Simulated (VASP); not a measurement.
Ir, 4 atoms in the cell. The structure is hexagonal, space group P6_3/mmc (No. 194). Conventional cell: a = 2.767 Å, b = 2.767 Å, c = 9.040 Å, α = 90.00°, β = 90.00°, γ = 120.00°. Ir (site symmetry -3m) has 12 Ir at 2.77 Å within 3.6 Å. Within 3.6 Å of Ir (site symmetry -6m2) lie 12 Ir at 2.77 Å. This isn't the form of Ir at room conditions, which is fcc.

- Program: VASP 6.6.1
- Task: single point
- Functional: LDA
- Potentials or basis: VASP PAW LDA potentials, release 64 (Ir)
- Cutoff: 500 eV
- k mesh: 15 × 15 × 4
- Occupations: fermi-dirac, width 0.1 eV
- Spin: no spin polarisation
- Dipole correction: no
- Further INCAR settings: ALGO = Normal; EDIFF = 1e-06; NBANDS = 26

Potentials or basis: VASP PAW LDA potentials, release 64 (Ir).

Run with:

```bash
$ cat potpaw_LDA.64/Ir/POTCAR > POTCAR
$ mpirun -np 1 vasp_std > vasp.out
```

Hardware: 1 thread of Intel(R) Xeon(R) 6975P-C (Granite Rapids) (shared host).

Estimate the wall time of this run.

Wall time 43 s on 1 thread of Intel(R) Xeon(R) 6975P-C (Granite Rapids), on a shared host, peak memory 0.21 GiB. Counts: scf iterations 14, k points 81.
